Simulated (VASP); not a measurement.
A run of VASP 6.6.1 is set up as follows.

The input POSCAR:

```
Cl
1.0
    3.1863863250     -2.2796086586      0.0000000000
    3.1863863250      2.2796086586      0.0000000000
    0.0000000000      0.0000000000      8.3180387054
Cl
4
Direct
    0.3700000000      0.6300000000      0.4000000000
    0.1300000000      0.8700000000      0.9000000000
    0.6300000000      0.3700000000      0.6000000000
    0.8700000000      0.1300000000      0.1000000000
```

Contents of INCAR.step1:

```
SYSTEM = Cl
ALGO     = Normal         ! electronic algorithm
EDIFF    = 1E-4           ! SCF threshold, eV
ENCUT    = 520            ! plane-wave cutoff, eV
GGA      = PE             ! functional
ISMEAR   = -1             ! smearing method
LASPH    = .TRUE.         ! aspherical terms in the spheres
LCHARG   = .FALSE.        ! write CHGCAR
LREAL    = .FALSE.        ! projectors in reciprocal space
LWAVE    = .TRUE.         ! write WAVECAR
NBANDS   = 22             ! bands
NELM     = 80             ! most SCF steps
PREC     = Accurate       ! precision mode
SIGMA    = 0.05           ! smearing width, eV
```

File INCAR.step2:

```
SYSTEM = Cl
ALGO     = Normal         ! electronic algorithm
EDIFF    = 1E-6           ! SCF threshold, eV
ENCUT    = 520            ! plane-wave cutoff, eV
ISIF     = 2              ! what is computed and relaxed
ISMEAR   = -1             ! smearing method
ISTART   = 1            
LASPH    = .TRUE.         ! aspherical terms in the spheres
LCHARG   = .TRUE.         ! write CHGCAR
LELF     = .TRUE.         ! ELF
LMIXTAU  = .TRUE.       
LREAL    = .FALSE.        ! projectors in reciprocal space
LVHAR    = .TRUE.       
LWAVE    = .FALSE.        ! write WAVECAR
METAGGA  = R2SCAN         ! meta-GGA
NBANDS   = 22             ! bands
NELM     = 80             ! most SCF steps
PREC     = Accurate       ! precision mode
SIGMA    = 0.05           ! smearing width, eV
```

The input KPOINTS:

```
k-points
0
G
  7 7 4
  0 0 0
```

Potentials or basis: VASP PAW PBE potentials, release 64 (Cl).

Run with:

```sh
$ cat potpaw_PBE.64/Cl/POTCAR > POTCAR
$ cp INCAR.step1 INCAR
$ mpirun -np 1 vasp_std > vasp.out
$ cp INCAR.step2 INCAR
$ mpirun -np 1 vasp_std > vasp.out
```

(1) Estimate the largest force.

(2) What does it give for the pressure?

Answers

(1) 0.788 eV/Å.

(2) -2.0 GPa.

Caveat: the PAW data sets were made with another functional, which shifts forces and pressure a little.
